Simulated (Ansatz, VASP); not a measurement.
One calculation of K, two programs

File INCAR:

```
SYSTEM = K
  PREC = Accurate
  ENCUT = 520
  EDIFF = 1E-6
  ISMEAR = -1
  SIGMA = 0.05
  LREAL = .FALSE.
  LASPH = .TRUE.
  NELM = 80
  ALGO = Normal
  ISIF = 2
  LWAVE = .FALSE.
  LCHARG = .FALSE.
  LDIPOL = .TRUE.
  IDIPOL = 3
  DIPOL = 0.5 0.5 0.500
  GGA = PE
  NBANDS = 16
```

The input KPOINTS:

```
regular mesh
0
G
  4 5 1
  0 0 0
```

POSCAR

```
K
1.0
    8.1375084180      0.0000000000      0.0000000000
    0.0000000000      7.7663174960      0.0000000000
    0.0000000000      0.0000000000     20.0000000000
K
2
Direct
    0.3333333330      0.7500000000      0.5000000000
    0.6666666670      0.2500000000      0.5000000000
```

Input for Ansatz:

```yaml
crystal:
  lattice:
    - [8.137508418, 0.0, 0.0]
    - [0.0, 7.766317496, 0.0]
    - [0.0, 0.0, 20.0]
  atoms:
    - { symbol: K, position: [0.333333333, 0.75, 0.5] }
    - { symbol: K, position: [0.666666667, 0.25, 0.5] }
kpoints:
  mp_grid: { grid: [4, 5, 1] }
scf:
  occupations: { method: fermi_dirac, width: 0.05 }
hamiltonian:
  xc: pbe
  pseudopotentials: { kind: all_electron, lapw: { basis_error: 0.001 } }
output:
  forces: true
  stress: true
  eigenvalues: true
  populations: true
  dos: { projected: true, de: 0.2, e_range: [-14, 8] }
efield:
  axis: 3
  amplitude: 0
  dipole_correction: true
```

Alike in both runs: task single point; functional PBE; k mesh 4 × 5 × 1; occupations fermi-dirac, width 0.05 eV; no spin polarisation.

```csv
,VASP,Ansatz
version,VASP 6.6.1,Ansatz 0.2.0
potentials or method,"VASP PAW PBE potentials, release 64 (K_sv), cutoff 520 eV","all-electron LAPW, scalar-relativistic"
```

```csv
,VASP,Ansatz,Ansatz less VASP
rms of the force components (eV/Å),0.035,0.035,0.0000
```

Atom by atom the forces differ by 0.000 eV/Å (rms over components). Ansatz ran all-electron here, and VASP with PAW potentials.
